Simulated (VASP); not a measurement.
Write the native input for VASP 6.6.1 that does the following.

```
Task                   : single point
Functional             : revPBE
Potentials or basis    : VASP PAW PBE potentials, release 64 (Sr_sv, V_sv, O)
Cutoff                 : 520 eV
k mesh                 : 7 × 7 × 7
Occupations            : fermi-dirac, width 0.05 eV
Spin                   : collinear spin, ferromagnetic start
Starting moments       : [0.0, 2.0, 0.0, 0.0, 0.0] μB
Dipole correction      : no
Further INCAR settings : ALGO = Normal; EDIFF = 1e-06; NBANDS = 32
```

The structure of SrVO3 lies in POSCAR:

```
SrVO3
1.0
    3.8828396851      0.0000000000      0.0000000000
    0.0000000000      3.8828396851      0.0000000000
    0.0000000000      0.0000000000      3.8828396851
Sr V O
1 1 3
Direct
    0.5000000000      0.5000000000      0.5000000000
    0.0000000000      0.0000000000      0.0000000000
    0.0000000000      0.0000000000      0.5000000000
    0.0000000000      0.5000000000      0.0000000000
    0.5000000000      0.0000000000      0.0000000000
```

One way to write it, as run:

INCAR

```
SYSTEM = SrVO3
ALGO = Normal ; EDIFF = 1E-6
ENCUT = 520 ; GGA = RE
ISIF = 2 ; ISMEAR = -1
ISPIN = 2 ; LASPH = .True.
LCHARG = .False. ; LMAXMIX = 4
LORBIT = 11 ; LREAL = .False.
LWAVE = .False. ; MAGMOM = 0 2 0 0 0
NBANDS = 32 ; NELM = 150
PREC = Accurate ; SIGMA = 0.05
```

KPOINTS

```
k-points
0
Gamma
  7 7 7
  0 0 0
```

Potentials or basis: VASP PAW PBE potentials, release 64 (Sr_sv, V_sv, O).

Command:

```bash
$ cat potpaw_PBE.64/Sr_sv/POTCAR potpaw_PBE.64/V_sv/POTCAR potpaw_PBE.64/O/POTCAR > POTCAR
$ mpirun -np 1 vasp_std > vasp.out
```

It gave:

```json
{"Pressure": "0.8 GPa", "Net moment": "-0.01 μB per cell", "Valence electrons inside the program's atomic spheres": "Sr 8.02; V 11.51; O 5.04"}
```

Caveat: the PAW data sets were made with another functional, which shifts forces and pressure a little.

It took 2.8 min on 1 thread of Intel Xeon 8259CL, with other jobs on the host, peak memory 0.23 GiB.
